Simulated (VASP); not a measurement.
# CsAgAs (P-6m2) in VASP: notebook

The runs below take CsAgAs through relaxation of cell and atoms, single point, with PBE.

Everything below comes from runs of VASP 6.6.1. Logs are shortened: lines on timing, memory, paths and dates and some standing lists are left out, and cuts for length are marked.

## Step 1: The cell of the first run

It takes space group P-6m2 (No. 187, hexagonal). The conventional cell has a = 4.724 Å, b = 4.724 Å, c = 4.719 Å, α = 90.00°, β = 90.00°, γ = 120.00°. Cs (site symmetry -6m2) has 6 As at 3.61 Å and 6 Ag at 3.61 Å within 4.7 Å. Ag (site symmetry -6m2) has 3 As at 2.73 Å within 3.6 Å. As (site symmetry -6m2) has 3 Ag at 2.73 Å within 3.6 Å.

## Step 2: Relaxation of cell and atoms, PBE

The input, INCAR:

```
SYSTEM = CsAgAs
PREC = Accurate
ENCUT = 600
EDIFF = 1E-6
ISMEAR = 0
SIGMA = 0.1
LREAL = .FALSE.
LASPH = .TRUE.
NELM = 100
ALGO = Normal
ISIF = 3
LWAVE = .FALSE.
LCHARG = .FALSE.
GGA = PE
IBRION = 2
NSW = 100
EDIFFG = -0.01
```

The input, KPOINTS:

```
regular mesh
0
G
  12 12 10
  0 0 0
```

The input, POSCAR:

```
CsAgAs
1.0
    4.7236097400      0.0000000000      0.0000000000
   -2.3618048700      4.0907660300      0.0000000000
    0.0000000000      0.0000000000      4.7186495300
Cs Ag As
1 1 1
Direct
    0.6666666700      0.3333333300      0.5000000000
    0.0000000000      0.0000000000      0.0000000000
    0.3333333300      0.6666666700      0.0000000000
```

Potentials or basis: VASP PAW PBE potentials, release 64 (Cs_sv, Ag, As).

Run with:

```
> cat potpaw_PBE.64/Cs_sv/POTCAR potpaw_PBE.64/Ag/POTCAR potpaw_PBE.64/As/POTCAR > POTCAR
> mpirun -np 1 vasp_std > vasp.out
```

OUTCAR:

```text
SYSTEM = CsAgAs
   PREC = Accurate
   ENCUT = 600
   EDIFF = 1E-6
   ISMEAR = 0
   LREAL = .FALSE.
   LASPH = .TRUE.
   NELM = 100
   ISIF = 3
   GGA = PE
   IBRION = 2
   NSW = 100
   EDIFFG = -0.01

 ion  position               nearest neighbor table
   1  0.667  0.333  0.500-
   2  0.000  0.000  0.000-   3 2.73   3 2.73   3 2.73
   3  0.333  0.667  0.000-   2 2.73   2 2.73   2 2.73

  LATTYP: Found a hexagonal cell.
 ALAT       =     4.7236097400
 C/A-ratio  =     0.9989499111

  Lattice vectors:

 A1 = (   4.7236097400,   0.0000000000,   0.0000000000)
 A2 = (  -2.3618048700,   4.0907660300,   0.0000000000)
 A3 = (   0.0000000000,   0.0000000000,   4.7186495300)

Analysis of symmetry for initial positions (statically):
=====================================================================
 Subroutine PRICEL returns:
 Original cell was already a primitive cell.

 Routine SETGRP: Setting up the symmetry group for a
 hexagonal supercell.

 Subroutine GETGRP returns: Found 12 space group operations
 (whereof 12 operations were pure point group operations)
 out of a pool of 24 trial point group operations.

The static configuration has the point symmetry D_3h.

Analysis of symmetry for dynamics (positions and initial velocities):
=====================================================================
 Subroutine PRICEL returns:
 Original cell was already a primitive cell.

 Routine SETGRP: Setting up the symmetry group for a
 hexagonal supercell.

 Subroutine GETGRP returns: Found 12 space group operations
 (whereof 12 operations were pure point group operations)
 out of a pool of 24 trial point group operations.

The dynamic configuration has the point symmetry D_3h.

 Subroutine INISYM returns: Found 12 space group operations
 (whereof 12 operations are pure point group operations),
 and found     1 'primitive' translations

----------------------------------------------------------------------------------------

                                     Primitive cell

  volume of cell :      91.1793

  direct lattice vectors                    reciprocal lattice vectors
     4.723609740  0.000000000  0.000000000     0.211702502  0.122226497  0.000000000
    -2.361804870  4.090766030  0.000000000     0.000000000  0.244452993  0.000000000
     0.000000000  0.000000000  4.718649530     0.000000000  0.000000000  0.211925042

  length of vectors
     4.723609740  4.723609738  4.718649530     0.244452993  0.244452993  0.211925042

  position of ions in fractional coordinates (direct lattice)
     0.666666670  0.333333330  0.500000000
     0.000000000  0.000000000  0.000000000
     0.333333330  0.666666670  0.000000000

  ion indices of the primitive-cell ions
   primitive index   ion index
                 1           1
                 2           2
                 3           3

----------------------------------------------------------------------------------------

 KPOINTS: regular mesh

Automatic generation of k-mesh.
 Grid dimensions read from file:
 generate k-points for:   12   12   10

 Generating k-lattice:

  Cartesian coordinates                     Fractional coordinates (reciprocal lattice)
     0.017641875  0.010185541  0.000000000     0.083333333  0.000000000  0.000000000
     0.000000000  0.020371083  0.000000000     0.000000000  0.083333333  0.000000000
     0.000000000  0.000000000  0.021192504     0.000000000  0.000000000  0.100000000

  Length of vectors
     0.020371083  0.020371083  0.021192504

  Shift w.r.t. Gamma in fractional coordinates (k-lattice)
     0.000000000  0.000000000  0.000000000

 Subroutine IBZKPT returns following result:
 ===========================================

 Found    114 irreducible k-points:

 Following reciprocal coordinates:
            Coordinates               Weight
  0.000000  0.000000  0.000000      1.000000
  0.083333 -0.000000  0.000000      6.000000
  0.166667 -0.000000  0.000000      6.000000
  0.250000 -0.000000  0.000000      6.000000
  0.333333  0.000000  0.000000      6.000000
  0.416667 -0.000000  0.000000      6.000000
[... 16 lines left out ...]
  0.250000 -0.000000  0.100000     12.000000
  0.333333  0.000000  0.100000     12.000000
 [... further k-points ...]
   k-points           NKPTS =    114   k-points in BZ     NKDIM =    114   number of bands    NBANDS=     16
   number of dos      NEDOS =    301   number of ions     NIONS =      3
   total plane-waves  NPLWV =  64000
   dimension x,y,z NGX =    40 NGY =   40 NGZ =   40
   dimension x,y,z NGXF=    80 NGYF=   80 NGZF=   80
   ions per type =               1   1   1
   NGX,Y,Z   is equivalent  to a cutoff of  14.08, 14.08, 14.09 a.u.
   NGXF,Y,Z  is equivalent  to a cutoff of  28.16, 28.16, 28.19 a.u.
 SYSTEM =  CsAgAs
   PREC   = accura    normal or accurate (medium, high low for compatibility)
   ISTART =      0    job   : 0-new  1-cont  2-samecut
   ICHARG =      2    charge: 1-file 2-atom 10-const
   ISPIN  =      1    spin polarized calculation?
   LNONCOLLINEAR =      F non collinear calculations
   LSORBIT =      F    spin-orbit coupling
   LASPH  =      T    aspherical Exc in radial PAW
   ENCUT  =  600.0 eV  44.10 Ry    6.64 a.u.   9.43  9.43  9.42*2*pi/ulx,y,z
   NELM   =    100;   NELMIN=  2; NELMDL= -5     # of ELM steps
   EDIFF  = 0.1E-05   stopping-criterion for ELM
   LREAL  =      F    real-space projection
   EDIFFG = -.1E-01   stopping-criterion for IOM
   NSW    =    100    number of steps for IOM
   IBRION =      2    ionic relax: 0-MD 1-quasi-New 2-CG
   NFREE  =      1    steps in history (QN), initial steepest desc. (CG)
   ISIF   =      3    stress and relaxation
   ISYM   =      2    0-nonsym 1-usesym 2-fastsym
   POTIM  = 0.5000    time-step for ionic-motion
   TEBEG  =    0.0;   TEEND  =   0.0 temperature during run
   PSTRESS=    0.0 pullay stress
   NELECT =      25.0000    total number of electrons
   NUPDOWN=      -1.0000    fix difference up-down
   EMIN   =  10.00;   EMAX   =-10.00  energy-range for DOS
   EFERMI =   0.00;   METHOD = LEGACY
   ISMEAR =     0;   SIGMA  =   0.10  broadening in eV -4-tet -1-fermi 0-gaus
   EFERMI_NEDOS =   21; number of points for ismear=-14 and -15
   IALGO  =     38    algorithm
   IMIX   =      4    mixing-type and parameters
     AMIX     =   0.40;   BMIX     =  1.00
     AMIX_MAG =   1.60;   BMIX_MAG =  1.00
  volume/ion in A,a.u.               =      30.39       205.10
  Fermi-wavevector in a.u.,A,eV,Ry     =   1.063545  2.009809 15.389943  1.131129
  Thomas-Fermi vector in A             =   2.199034
   LORBIT       =      0    0 simple, 1 ext, 2 COOP (PROOUT), +10 PAW based schemes
   GGA     = PE    functional components
   LHFCALC =     F    Hartree Fock is set to
   AEXX    =    0.0000 exact exchange contribution
   IVDW    =     0    specifies the selected vdW correction
   LEPSILON=     F    determine dielectric tensor
   LRPA    =     F    only Hartree local field effects (RPA)
 conjugate gradient relaxation of ions
 non-spin polarized calculation
 Gauss-broadening in eV      SIGMA  =   0.10
  energy-cutoff  :      600.00
  volume of cell :       91.18
 maximum number of plane-waves:      3072
 NGX is ok and might be reduce to    40
   NGX = 19   NGY = 19   NGZ = 19

--------------------------------------- Ionic step        1  -------------------------------------------

 number of electron      25.0000001 magnetization

 Free energy of the ion-electron system (eV)
  ---------------------------------------------------
  ext. energy  EPLUGINS =         0.00000000
  ---------------------------------------------------
  free energy    TOTEN  =        -8.28163356 eV

  energy without entropy =       -8.25674258  energy(sigma->0) =       -8.26918807

------------------------ aborting loop because EDIFF is reached ----------------------------------------

  FORCE on cell =-STRESS in cart. coord.  units (eV):
  Direction    XX          YY          ZZ          XY          YZ          ZX
  --------------------------------------------------------------------------------------
  -------------------------------------------------------------------------------------
  Total        0.0457653      0.0457653      3.0345522      0.0000000      0.0000000     -0.0000000
  in kB        0.8041748      0.8041748     53.3222939      0.0000000      0.0000000     -0.0000000
  external PRESSURE =      18.3102145 kB  Pullay stress =       0.0000000 kB
[... 281 lines left out ...]
  energy  without entropy=       -8.7405996935  energy(sigma->0) =       -8.75017575

--------------------------------------- Ionic step        9  -------------------------------------------

 number of electron      25.0000004 magnetization

 Free energy of the ion-electron system (eV)
  ---------------------------------------------------
  ext. energy  EPLUGINS =         0.00000000
  ---------------------------------------------------
  free energy    TOTEN  =        -8.75976519 eV

  energy without entropy =       -8.74062839  energy(sigma->0) =       -8.75019679

 E-fermi :   2.5148     XC(G=0):  -8.6190

 val. band max:        2.5113371763   @ k =   0.2500   0.0833   0.3000
 cond. band min:       2.5160107420   @ k =   0.3333   0.3333   0.0000
 fundamental gap:      0.0046735657
 Fermi energy:         2.5148457989

 k-point     1 :       0.0000    0.0000    0.0000
  band No.  band energies     occupation
      1     -19.2897      2.00000
      2      -7.5959      2.00000
      3      -6.1400      2.00000
      4      -5.8850      2.00000
      5      -5.8850      2.00000
      6      -2.2868      2.00000
[... 8 lines left out ...]
     15       4.9858      0.00000
     16       7.6020      0.00000
[... 420 lines left out ...]
  band No.  band energies     occupation
      1     -19.2435      2.00000
      2      -7.3926      2.00000
      3      -6.2658      2.00000
      4      -6.0029      2.00000
      5      -5.9979      2.00000
      6      -2.1008      2.00000
[... 8 lines left out ...]
     15       6.0468      0.00000
     16       6.6984      0.00000

 [... further k-points ...]

------------------------ aborting loop because EDIFF is reached ----------------------------------------

  FORCE on cell =-STRESS in cart. coord.  units (eV):
  Direction    XX          YY          ZZ          XY          YZ          ZX
  --------------------------------------------------------------------------------------
  -------------------------------------------------------------------------------------
  Total        0.0267615      0.0267615     -0.0079959      0.0000000      0.0000000      0.0000000
  in kB        0.4230860      0.4230860     -0.1264107      0.0000000      0.0000000      0.0000000
  external PRESSURE =       0.2399205 kB  Pullay stress =       0.0000000 kB
[... 18 lines left out ...]
  FREE ENERGIE OF THE ION-ELECTRON SYSTEM (eV)
  ---------------------------------------------------
  free  energy   TOTEN  =        -8.7597651882 eV

  energy  without entropy=       -8.7406283868  energy(sigma->0) =       -8.75019679

 reached required accuracy - stopping structural energy minimisation
```

Run time: 10 min. Hardware: 1 thread of AMD EPYC 9R45 (Zen 5), shared host; peak memory 0.42 GiB.

Results:

- Free energy: -8.7598 eV
- Relaxed volume: 33.78 Å³/atom
- Relaxed cell: a = 4.454 Å, b = 4.454 Å, c = 5.900 Å, α = 90.00°, β = 90.00°, γ = 120.00°
- Space group after relaxing (to 0.05 Å): P-6m2 (No. 187)
- Energy gained by relaxing: 159.4 meV/atom
- Ionic steps: 9
- Pressure after relaxing: 0.0 GPa

The path:
```csv
step,energy change (eV),largest force (eV/Å),pressure (GPa),volume (Å³)
1,0.0000,0.0000,1.83,91.18
2,-0.1307,0.0000,0.42,95.77
3,-0.3080,0.0000,-2.27,109.62
4,-0.3986,0.0000,-1.95,108.81
5,-0.4499,0.0000,-1.40,107.65
6,-0.4528,0.0000,-1.22,107.31
7,-0.4705,0.0000,-0.70,104.55
8,-0.4781,0.0000,-0.02,101.51
9,-0.4781,0.0000,0.02,101.34
```

Final structure:
```
Cs Ag As
1.0
     4.45357    0.00000    0.00000
    -2.22678    3.85690    0.00000
     0.00000    0.00000    5.89993
Cs Ag As
1 1 1
Direct
  0.66667 0.33333 0.50000
  0.00000 0.00000 0.00000
  0.33333 0.66667 0.00000
```

Levels at points of the mesh, in eV from the Fermi level:
```
           k point  band 10  band 11  band 12  band 13  band 14  band 15  band 16
(0.00, 0.00, 0.00)    -3.82    -0.66     1.28     1.34     1.34     2.47     5.09
(0.50, 0.00, 0.00)    -3.84    -2.77    -0.30    -0.30     2.46     3.43     3.91
(0.00, 0.00, 0.50)    -3.69    -1.80     1.45     1.45     2.45     2.98     4.74
(0.50, 0.00, 0.50)    -3.75    -2.71    -0.51    -0.02     2.06     3.51     5.03
```

Caveat: spin-orbit coupling is left out, which moves the levels of the heavy elements.

(Continued in part 2 of 2.)
